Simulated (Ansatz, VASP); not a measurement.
## GaP in VASP and in Ansatz

INCAR

```
ALGO = Normal ; EDIFF = 1E-6
ENCUT = 520 ; GGA = PE
ISIF = 2 ; ISMEAR = -1
LASPH = T ; LCHARG = F
LREAL = F ; LWAVE = F
NBANDS = 16 ; NELM = 80
PREC = Accurate ; SIGMA = 0.02
```

The input KPOINTS:

```
k-points
0
Gamma
  6 6 6
```

File POSCAR:

```
GaP
1.0
    0.0000000000      2.5585353464      2.5585353464
    2.5585353464      0.0000000000      2.5585353464
    2.5585353464      2.5585353464      0.0000000000
Ga P
1 1
Direct
    0.0000000000      0.0000000000      0.0000000000
    0.5000000000      0.5000000000      0.5000000000
```

Input for Ansatz:

```yaml
crystal:
  lattice:
    - [0.0, 2.5585353464, 2.5585353464]
    - [2.5585353464, 0.0, 2.5585353464]
    - [2.5585353464, 2.5585353464, 0.0]
  atoms:
    - { symbol: Ga, position: [0.0, 0.0, 0.0] }
    - { symbol: P, position: [0.5, 0.5, 0.5] }
kpoints:
  mp_grid: { grid: [6, 6, 6] }
hamiltonian:
  xc: pbe
scf:
  occupations: { method: fermi_dirac, width: 0.02 }
  n_extra_bands: 24
output:
  forces: true
  stress: true
  eigenvalues: true
```

Alike in both runs: task single point; functional PBE; k mesh 6 × 6 × 6; occupations fermi-dirac, width 0.02 eV; no spin polarisation.

|  | VASP | Ansatz |
| --- | --- | --- |
| version | VASP 6.6.1 | Ansatz 0.2.0 |
| potentials or method | VASP PAW PBE potentials, release 64 (Ga_d, P) | plane waves |
| plane-wave cutoff (eV) | 520 | 420 |
| valence electrons in the cell | 18 | 18 |

|  | VASP | Ansatz | Ansatz less VASP |
| --- | --- | --- | --- |
| pressure (GPa) | 2.3 | 2.3 | -0.05 |
